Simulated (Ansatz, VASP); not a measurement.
## Cu: VASP beside Ansatz

```
Cu
1.0
     2.47910    0.00000    0.00000
    -1.23955    2.14696    0.00000
     0.00000    0.00000    8.09316
Cu
4
Direct
  0.66667 0.33333 0.75000
  0.00000 0.00000 0.50000
  0.33333 0.66667 0.25000
  0.00000 0.00000 0.00000
```

Change from the starting cell: volume scaled by 0.94.

Alike in both runs: task single point; functional PBEsol; k mesh 12 × 12 × 4; occupations fermi-dirac, width 0.05 eV; no spin polarisation.

|  | VASP | Ansatz |
| --- | --- | --- |
| version | VASP 6.6.1 | Ansatz 0.2.0 |
| potentials or method | VASP PAW PBE potentials, release 64 (Cu), cutoff 520 eV | all-electron LAPW, scalar-relativistic |

VASP gave:

| Property | Result |
| --- | --- |
| gap on the k mesh at the Fermi level (eV) | none |
| pressure (GPa) | 10.5 |
| traceless stress, the component that is largest in VASP (GPa) | -0.38 |

Q: What did Ansatz give for the same quantities?

A: gap on the k mesh at the Fermi level (eV): none; pressure (GPa): 9.5; traceless stress, the component that is largest in VASP (GPa): -0.34.

VASP's potentials were made for PBE, not for PBEsol. A gap of «none» marks a metal or a gap that the smearing closes. Ansatz ran all-electron here, and VASP with PAW potentials.
